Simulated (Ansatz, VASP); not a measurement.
MnPt in VASP and in Ansatz

```
Mn Pt
1.0
     2.76180    0.00000    0.00000
     0.00000    2.76180    0.00000
     0.00000    0.00000    7.13235
Mn Pt
2 2
Direct
  0.00000 0.00000 0.00000
  0.00000 0.00000 0.50000
  0.50000 0.50000 0.25000
  0.50000 0.50000 0.75000
```

Alike in both runs: task single point; functional LDA; k mesh 12 × 12 × 6; occupations gaussian, width 0.05 eV; collinear spin.

|  | VASP | Ansatz |
| --- | --- | --- |
| version | VASP 6.6.1 | Ansatz 0.2.0 |
| potentials or method | VASP PAW LDA potentials, release 64 (Mn_pv, Pt), cutoff 520 eV | scalar-relativistic, plane waves, PAW |
| valence electrons in the cell | 46 | 66 |

```csv
,VASP,Ansatz,Ansatz less VASP
gap on the k mesh at the Fermi level (eV),none,none,-
pressure (GPa),-1.3,0.2,+1.49
net moment per atom (μB),0.00,0.00,0.000
size of the moment on the site where the two differ most (μB),3.18,3.30,+0.116
```

LDA's correlation is that of Perdew and Zunger in VASP and of Perdew and Wang (1992) in Ansatz. Site moments also hang on the region over which each program counts them. A gap of «none» marks a metal or a gap that the smearing closes. VASP's potentials hold 46 valence electrons a cell and Ansatz's 66, so a difference there can come from the potentials and not from the codes.

Spin-orbit coupling is off throughout.
